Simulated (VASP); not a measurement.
# CdS (P6_3mc) in VASP: further runs

The runs below take CdS through single point, with PBE, LDA.

Everything below comes from runs of VASP 6.6.1. Logs are shortened: lines on timing, memory, paths and dates and some standing lists are left out, and cuts for length are marked.

## (1) The cell of the first run

It takes space group P6_3mc (No. 186, hexagonal). Conventional cell: a = 4.161 Å, b = 4.161 Å, c = 13.554 Å, α = 90.00°, β = 90.00°, γ = 120.00°. Within 3.4 Å of Cd (site symmetry 3m) lie 4 S at 2.54 to 2.55 Å. Cd (site symmetry 3m) has 4 S at 2.55 Å within 3.4 Å. Within 3.4 Å of S (site symmetry 3m) lie 4 Cd at 2.55 Å. S (site symmetry 3m) has 4 Cd at 2.54 to 2.55 Å within 3.4 Å.

## (2) Single point, PBE

Input file INCAR:

```
SYSTEM = CdS
  PREC = Accurate
  ENCUT = 520
  EDIFF = 1E-7
  ISMEAR = -1
  SIGMA = 0.02
  LREAL = .False.
  LASPH = .True.
  NELM = 80
  ALGO = Normal
  ISIF = 2
  LWAVE = .False.
  LCHARG = .True.
  GGA = PE
  LELF = .True.
  LVHAR = .True.
  NBANDS = 46
```

Input file KPOINTS:

```
Automatic mesh
0
Gamma
  12 12 2
  0 0 0
```

Input file POSCAR:

```
CdS
1.0
    4.1605990978      0.0000000000      0.0000000000
   -2.0802995489      3.6031845137      0.0000000000
    0.0000000000      0.0000000000     13.5541938558
Cd S
4 4
Direct
    0.0000000000      0.0000000000     -0.0003495461
    0.3333333333      0.6666666667      0.2498897446
    0.0000000000      0.0000000000      0.4996504539
    0.6666666667      0.3333333333      0.7498897446
    0.0000000000      0.0000000000      0.1876440828
    0.3333333333      0.6666666667      0.4378157188
    0.0000000000      0.0000000000      0.6876440828
    0.6666666667      0.3333333333      0.9378157188
```

Potentials or basis: VASP PAW PBE potentials, release 64 (Cd, S).

Command:

```
$ cat potpaw_PBE.64/Cd/POTCAR potpaw_PBE.64/S/POTCAR > POTCAR
$ mpirun -np 1 vasp_std > vasp.out
```

OUTCAR:

```text
SYSTEM = CdS
   PREC = Accurate
   ENCUT = 520
   EDIFF = 1E-7
   ISMEAR = -1
   LREAL = .False.
   LASPH = .True.
   NELM = 80
   ISIF = 2
   GGA = PE

 ion  position               nearest neighbor table
   1  0.000  0.000  1.000-   8 2.54   8 2.54   8 2.54   5 2.55
   2  0.333  0.667  0.250-   5 2.55   5 2.55   5 2.55   6 2.55
   3  0.000  0.000  0.500-   6 2.54   6 2.54   6 2.54   7 2.55
   4  0.667  0.333  0.750-   7 2.55   7 2.55   7 2.55   8 2.55
   5  0.000  0.000  0.188-   2 2.55   2 2.55   2 2.55   1 2.55
   6  0.333  0.667  0.438-   3 2.54   3 2.54   3 2.54   2 2.55
   7  0.000  0.000  0.688-   4 2.55   4 2.55   4 2.55   3 2.55
   8  0.667  0.333  0.938-   1 2.54   1 2.54   1 2.54   4 2.55

  LATTYP: Found a hexagonal cell.
 ALAT       =     4.1605990978
 C/A-ratio  =     3.2577505155

  Lattice vectors:

 A1 = (   4.1605990978,   0.0000000000,   0.0000000000)
 A2 = (  -2.0802995489,   3.6031845137,   0.0000000000)
 A3 = (   0.0000000000,   0.0000000000,  13.5541938558)

Analysis of symmetry for initial positions (statically):
=====================================================================
 Subroutine PRICEL returns:
 Original cell was already a primitive cell.

 Routine SETGRP: Setting up the symmetry group for a
 hexagonal supercell.

 Subroutine GETGRP returns: Found 12 space group operations
 (whereof  6 operations were pure point group operations)
 out of a pool of 24 trial point group operations.

The static configuration has the point symmetry C_3v.
 The point group associated with its full space group is C_6v.

Analysis of symmetry for dynamics (positions and initial velocities):
=====================================================================
 Subroutine PRICEL returns:
 Original cell was already a primitive cell.

 Routine SETGRP: Setting up the symmetry group for a
 hexagonal supercell.

 Subroutine GETGRP returns: Found 12 space group operations
 (whereof  6 operations were pure point group operations)
 out of a pool of 24 trial point group operations.

The dynamic configuration has the point symmetry C_3v.
 The point group associated with its full space group is C_6v.

 Subroutine INISYM returns: Found 12 space group operations
 (whereof  6 operations are pure point group operations),
 and found     1 'primitive' translations

----------------------------------------------------------------------------------------

                                     Primitive cell

  volume of cell :     203.1964

  direct lattice vectors                    reciprocal lattice vectors
     4.160599098  0.000000000  0.000000000     0.240350002  0.138766138  0.000000000
    -2.080299549  3.603184514  0.000000000     0.000000000  0.277532276  0.000000000
     0.000000000  0.000000000 13.554193856     0.000000000  0.000000000  0.073777903

  length of vectors
     4.160599098  4.160599098 13.554193856     0.277532276  0.277532276  0.073777903

  position of ions in fractional coordinates (direct lattice)
     0.000000000  0.000000000  0.999650454
     0.333333333  0.666666667  0.249889745
     0.000000000  0.000000000  0.499650454
     0.666666667  0.333333333  0.749889745
     0.000000000  0.000000000  0.187644083
     0.333333333  0.666666667  0.437815719
     0.000000000  0.000000000  0.687644083
     0.666666667  0.333333333  0.937815719

  ion indices of the primitive-cell ions
   primitive index   ion index
                 1           1
                 2           2
                 3           3
                 4           4
                 5           5
                 6           6
                 7           7
                 8           8

----------------------------------------------------------------------------------------

 KPOINTS: Automatic mesh

Automatic generation of k-mesh.
 Grid dimensions read from file:
 generate k-points for:   12   12    2

 Generating k-lattice:

  Cartesian coordinates                     Fractional coordinates (reciprocal lattice)
     0.020029167  0.011563845  0.000000000     0.083333333  0.000000000  0.000000000
     0.000000000  0.023127690  0.000000000     0.000000000  0.083333333  0.000000000
     0.000000000  0.000000000  0.036888952     0.000000000  0.000000000  0.500000000

  Length of vectors
     0.023127690  0.023127690  0.036888952

  Shift w.r.t. Gamma in fractional coordinates (k-lattice)
     0.000000000  0.000000000  0.000000000

 Subroutine IBZKPT returns following result:
 ===========================================

 Found     38 irreducible k-points:

 Following reciprocal coordinates:
            Coordinates               Weight
  0.000000  0.000000  0.000000      1.000000
  0.083333  0.000000  0.000000      6.000000
  0.166667  0.000000  0.000000      6.000000
  0.250000  0.000000  0.000000      6.000000
  0.333333  0.000000  0.000000      6.000000
  0.416667  0.000000  0.000000      6.000000
[... 16 lines left out ...]
  0.250000  0.000000  0.500000      6.000000
  0.333333  0.000000  0.500000      6.000000
 [... further k-points ...]
   k-points           NKPTS =     38   k-points in BZ     NKDIM =     38   number of bands    NBANDS=     46
   number of dos      NEDOS =    301   number of ions     NIONS =      8
   total plane-waves  NPLWV = 110592
   dimension x,y,z NGX =    32 NGY =   32 NGZ =  108
   dimension x,y,z NGXF=    64 NGYF=   64 NGZF=  216
   ions per type =               4   4
   NGX,Y,Z   is equivalent  to a cutoff of  12.79, 12.79, 13.25 a.u.
   NGXF,Y,Z  is equivalent  to a cutoff of  25.57, 25.57, 26.49 a.u.
 SYSTEM =  CdS
   PREC   = accura    normal or accurate (medium, high low for compatibility)
   ISTART =      0    job   : 0-new  1-cont  2-samecut
   ICHARG =      2    charge: 1-file 2-atom 10-const
   ISPIN  =      1    spin polarized calculation?
   LNONCOLLINEAR =      F non collinear calculations
   LSORBIT =      F    spin-orbit coupling
   LASPH  =      T    aspherical Exc in radial PAW
   ENCUT  =  520.0 eV  38.22 Ry    6.18 a.u.   7.74  7.74 25.20*2*pi/ulx,y,z
   NELM   =     80;   NELMIN=  2; NELMDL= -5     # of ELM steps
   EDIFF  = 0.1E-06   stopping-criterion for ELM
   LREAL  =      F    real-space projection
   EDIFFG = 0.1E-05   stopping-criterion for IOM
   NSW    =      0    number of steps for IOM
   IBRION =     -1    ionic relax: 0-MD 1-quasi-New 2-CG
   NFREE  =      0    steps in history (QN), initial steepest desc. (CG)
   ISIF   =      2    stress and relaxation
   ISYM   =      2    0-nonsym 1-usesym 2-fastsym
   POTIM  = 0.5000    time-step for ionic-motion
   TEBEG  =    0.0;   TEEND  =   0.0 temperature during run
   PSTRESS=    0.0 pullay stress
   NELECT =      72.0000    total number of electrons
   NUPDOWN=      -1.0000    fix difference up-down
   EMIN   =  10.00;   EMAX   =-10.00  energy-range for DOS
   EFERMI =   0.00;   METHOD = LEGACY
   ISMEAR =    -1;   SIGMA  =   0.02  broadening in eV -4-tet -1-fermi 0-gaus
   EFERMI_NEDOS =   21; number of points for ismear=-14 and -15
   IALGO  =     38    algorithm
   IMIX   =      4    mixing-type and parameters
     AMIX     =   0.40;   BMIX     =  1.00
     AMIX_MAG =   1.60;   BMIX_MAG =  1.00
  volume/ion in A,a.u.               =      25.40       171.40
  Fermi-wavevector in a.u.,A,eV,Ry     =   1.158458  2.189168 18.259359  1.342025
  Thomas-Fermi vector in A             =   2.295060
   LORBIT       =      0    0 simple, 1 ext, 2 COOP (PROOUT), +10 PAW based schemes
   GGA     = PE    functional components
   LHFCALC =     F    Hartree Fock is set to
   AEXX    =    0.0000 exact exchange contribution
   IVDW    =     0    specifies the selected vdW correction
   LEPSILON=     F    determine dielectric tensor
   LRPA    =     F    only Hartree local field effects (RPA)
 non-spin polarized calculation
  energy-cutoff  :      520.00
  volume of cell :      203.20
 maximum number of plane-waves:      5553
 NGX is ok and might be reduce to    32
   NGX = 15   NGY = 15   NGZ = 51

 number of electron      72.0000005 magnetization

 Free energy of the ion-electron system (eV)
  ---------------------------------------------------
  ext. energy  EPLUGINS =         0.00000000
  ---------------------------------------------------
  free energy    TOTEN  =       -24.56278405 eV

  energy without entropy =      -24.56278405  energy(sigma->0) =      -24.56278405

 E-fermi :   1.5635     XC(G=0):  -9.0369

 val. band max:        1.1128618802   @ k =   0.0000   0.0000   0.0000
 cond. band min:       2.2479346555   @ k =   0.0000   0.0000   0.0000
 fundamental gap:      1.1350727754
 Fermi energy:         1.5635207491

 k-point     1 :       0.0000    0.0000    0.0000
  band No.  band energies     occupation
      1     -11.1156      2.00000
      2     -10.9116      2.00000
      3     -10.9086      2.00000
      4     -10.7084      2.00000
      5      -6.5214      2.00000
      6      -6.5191      2.00000
[... 38 lines left out ...]
     45       7.7683      0.00000
     46       7.8714      0.00000

 k-point     2 :       0.0833    0.0000    0.0000
  band No.  band energies     occupation
      1     -11.0917      2.00000
      2     -10.8938      2.00000
      3     -10.8908      2.00000
      4     -10.6977      2.00000
      5      -6.5136      2.00000
      6      -6.5092      2.00000
[... 38 lines left out ...]
     45       7.7762      0.00000
     46       7.8769      0.00000

 k-point     3 :       0.1667    0.0000    0.0000
  band No.  band energies     occupation
      1     -11.0250      2.00000
      2     -10.8452      2.00000
      3     -10.8423      2.00000
      4     -10.6692      2.00000
      5      -6.4908      2.00000
      6      -6.4835      2.00000
[... 38 lines left out ...]
     45       7.8002      0.00000
     46       7.9579      0.00000

 k-point     4 :       0.2500    0.0000    0.0000
  band No.  band energies     occupation
      1     -10.9305      2.00000
      2     -10.7788      2.00000
      3     -10.7761      2.00000
      4     -10.6334      2.00000
      5      -6.4622      2.00000
      6      -6.4523      2.00000
[... 920 lines left out ...]
     45       8.0740      0.00000
     46       8.0799      0.00000

 k-point    23 :       0.2500    0.0000    0.5000
  band No.  band energies     occupation
      1     -10.8850      2.00000
      2     -10.8850      2.00000
      3     -10.6744      2.00000
      4     -10.6744      2.00000
      5      -6.4403      2.00000
      6      -6.4403      2.00000
[... 38 lines left out ...]
     45       8.1593      0.00000
     46       8.1593      0.00000

 k-point    24 :       0.3333    0.0000    0.5000
  band No.  band energies     occupation
      1     -10.7941      2.00000
      2     -10.7941      2.00000
      3     -10.6337      2.00000
      4     -10.6337      2.00000
      5      -6.4226      2.00000
      6      -6.4226      2.00000
[... 38 lines left out ...]
     45       8.3506      0.00000
     46       8.3506      0.00000

 [... further k-points ...]
[... 5 lines left out ...]
  --------------------------------------------------------------------------------------
  -------------------------------------------------------------------------------------
  Total        2.1416517      2.1416517      2.2037766      0.0000000      0.0000000      0.0000000
  in kB       16.8866443     16.8866443     17.3764915      0.0000000      0.0000000      0.0000000
  external PRESSURE =      17.0499267 kB  Pullay stress =       0.0000000 kB

 VOLUME and BASIS-vectors are now :
 -----------------------------------------------------------------------------
  energy-cutoff  :      520.00
  volume of cell :      203.20
      direct lattice vectors                 reciprocal lattice vectors
     4.160599098  0.000000000  0.000000000     0.240350002  0.138766138  0.000000000
    -2.080299549  3.603184514  0.000000000     0.000000000  0.277532276  0.000000000
     0.000000000  0.000000000 13.554193856     0.000000000  0.000000000  0.073777903

 POSITION                                       TOTAL-FORCE (eV/Angst)
 -----------------------------------------------------------------------------------
      0.00000      0.00000     13.54946        -0.000000      0.000000      0.003120
     -0.00000      2.40212      3.38705        -0.000000      0.000000     -0.003431
      0.00000      0.00000      6.77236         0.000000     -0.000000      0.003120
      2.08030      1.20106     10.16415         0.000000     -0.000000     -0.003431
      0.00000      0.00000      2.54336         0.000000      0.000000     -0.002295
     -0.00000      2.40212      5.93424        -0.000000      0.000000      0.002606
      0.00000      0.00000      9.32046        -0.000000      0.000000     -0.002295
      2.08030      1.20106     12.71134        -0.000000      0.000000      0.002606
 -----------------------------------------------------------------------------------
    total drift:                               -0.000000     -0.000001     -0.000851

  FREE ENERGIE OF THE ION-ELECTRON SYSTEM (eV)
  ---------------------------------------------------
  free  energy   TOTEN  =       -24.5627840540 eV

  energy  without entropy=      -24.5627840540  energy(sigma->0) =      -24.56278405
```

It took 4 min on 1 thread of Intel Xeon Platinum 8488C (Sapphire Rapids), shared host; peak memory 0.48 GiB.

Results:

- Free energy: -24.5628 eV
- Pressure: 1.7 GPa
- Largest force: 0.003 eV/Å
- Band gap on the k mesh: 1.14 eV

Forces on the atoms (eV/Å):
```
Cd   0.000  0.000  0.003
Cd   0.000  0.000 -0.003
Cd   0.000  0.000  0.003
Cd   0.000  0.000 -0.003
S    0.000  0.000 -0.002
S    0.000  0.000  0.003
S    0.000  0.000 -0.002
S    0.000  0.000  0.003
```

A k mesh can miss the band edges.

## (3) Single point, LDA

Input file INCAR:

```
PREC = Accurate
ENCUT = 520
EDIFF = 1E-7
ISMEAR = 0
SIGMA = 0.01
LREAL = False
LASPH = True
NELM = 80
ALGO = Normal
ISIF = 2
LWAVE = False
LCHARG = True
GGA = CA
LELF = True
LVHAR = True
NBANDS = 46
```

Input file KPOINTS:

```
Automatic mesh
0
Gamma
  12 12 2
```

POSCAR is that of step 2.

Potentials or basis: VASP PAW LDA potentials, release 64 (Cd, S).

Command:

```
$ cat potpaw_LDA.64/Cd/POTCAR potpaw_LDA.64/S/POTCAR > POTCAR
$ mpirun -np 1 vasp_std > vasp.out
```

Run time: 4.6 min. Hardware: 1 thread of Intel Xeon Platinum 8488C (Sapphire Rapids), shared host; peak memory 0.42 GiB.

The run converged. Its results:

```yaml
Free_energy: -29.5192 eV
Pressure: -3.3 GPa
Largest_force: 0.004 eV/Å
Band_gap_on_the_k_mesh: 0.88 eV
```

Forces on the atoms (eV/Å):
```
Cd   0.000  0.000  0.004
Cd   0.000  0.000 -0.004
Cd   0.000  0.000  0.004
Cd   0.000  0.000 -0.004
S    0.000  0.000 -0.003
S    0.000  0.000  0.002
S    0.000  0.000 -0.003
S    0.000  0.000  0.002
```

Levels at points of the mesh, in eV from the valence-band top:
| k point | band 34 | band 35 | band 36 | band 37 | band 38 | band 39 |
| --- | --- | --- | --- | --- | --- | --- |
| (0.00, 0.00, 0.00) | -0.02 | 0.00 | 0.00 | 0.88 | 2.47 | 2.64 |
| (0.50, 0.00, 0.00) | -1.29 | -0.90 | -0.74 | 2.88 | 3.13 | 3.73 |
| (0.00, 0.00, 0.50) | -0.12 | -0.12 | -0.12 | 1.79 | 1.79 | 2.68 |
| (0.50, 0.00, 0.50) | -1.21 | -0.92 | -0.92 | 3.28 | 3.28 | 3.70 |

Caveat: the cell stands under tension.
